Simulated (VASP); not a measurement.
Wanted: the native input for a VASP 6.6.1 run.

```yaml
Task: single point
Functional: PBE
Potentials_or_basis: VASP PAW PBE potentials, release 64 (Na_pv, Cl, K_sv)
Cutoff: 520 eV
k_mesh: 1 × 1 × 1
Occupations: fermi-dirac, width 0.0991 eV
Spin: no spin polarisation
Dipole_correction: no
Further_INCAR_settings: LREAL = Auto; ALGO = Normal; EDIFF = 1e-07; NBANDS = 77; ISYM = 0
```

The structure of K7NaCl8 lies in POSCAR:

```
K7NaCl8
1.0
    8.0552110000      0.0523980000     -0.0749070000
    0.0523980000      8.1439380000      0.0866740000
   -0.0749070000      0.0866740000      8.1384140000
Na Cl K
1 8 7
Direct
    0.6461493170      0.3970861133      0.9242608038
    0.3895342861      0.5446839170      0.6691526028
    0.8709049212      0.5080182453      0.6868522419
    0.7912091428      0.8096144978      0.1845991831
    0.9869277914      0.3924367116      0.2574325588
    0.3088840456     -0.0231644697      0.2671631517
    0.6740294433      0.0871320439      0.8378780486
    0.3557353891      0.4937163889      1.0900098836
    0.1620215605      0.9384519775      0.7623701820
    0.1026138833      0.7102598570      0.4877471747
    0.1862899907      0.2449953761      0.5636248899
    0.0594023759      0.7071186927     -0.0018385833
    0.6291809875      0.1362454819      0.2459263094
    0.0880797924      0.2256657011      0.9689447408
    0.6588561186      0.5931203812      0.4468657922
    0.5124765422      0.7793845601      0.9072699795
```

The input as run:

INCAR

```
SYSTEM = K7NaCl8
PREC = Accurate
ENCUT = 520
EDIFF = 1E-7
ISMEAR = -1
SIGMA = 0.0991
LREAL = Auto
LASPH = .True.
NELM = 100
ALGO = Normal
ISIF = 2
LWAVE = .False.
LCHARG = .False.
GGA = PE
NBANDS = 77
ISYM = 0
```

KPOINTS

```
regular mesh
0
Gamma
  1 1 1
  0 0 0
```

Potentials or basis: VASP PAW PBE potentials, release 64 (Na_pv, Cl, K_sv).

The run is started by

```sh
$ cat potpaw_PBE.64/Na_pv/POTCAR potpaw_PBE.64/Cl/POTCAR potpaw_PBE.64/K_sv/POTCAR > POTCAR
$ mpirun -np 1 vasp_gam > vasp.out
```

Results of the run:

```json
{"Pressure": "1.5 GPa", "Largest force": "1.609 eV/Å", "Band gap on the k mesh": "3.97 eV"}
```

Caveat: the k points lie up to 0.78 Å⁻¹ apart.

Wall time 61 s on 1 thread of Intel(R) Xeon(R) 6975P-C (Granite Rapids), with other jobs on the host, peak memory 0.49 GiB.
